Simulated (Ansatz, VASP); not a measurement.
GaP in VASP and in Ansatz

```xyz
2
Lattice="0.0000 2.5902 3.1083 2.5902 0.0000 3.1083 2.5902 2.5902 0.0000" Properties=species:S:1:pos:R:3 pbc="T T T"
Ga    0.0000    0.0000    0.0000
P     3.8854    3.8854    4.6624
```

Alike in both runs: task single point; functional PBE; k mesh 10 × 10 × 10; occupations gaussian, width 0.05 eV; no spin polarisation.

|  | VASP | Ansatz |
| --- | --- | --- |
| version | VASP 6.6.1 | Ansatz 0.2.0 |
| potentials or method | VASP PAW PBE potentials, release 64 (Ga_d, P), cutoff 520 eV | scalar-relativistic, plane waves, PAW |
| valence electrons in the cell | 18 | 18 |

|  | VASP | Ansatz | Ansatz less VASP |
| --- | --- | --- | --- |
| gap on the k mesh at the Fermi level (eV) | 0.52 | 0.52 | +0.001 |
| least direct gap on the mesh (eV) | 0.77 | 0.78 | +0.002 |
| pressure (GPa) | -0.3 | -0.3 | 0.00 |
| traceless stress, the component that is largest in VASP (GPa) | -11.57 | -11.57 | 0.000 |
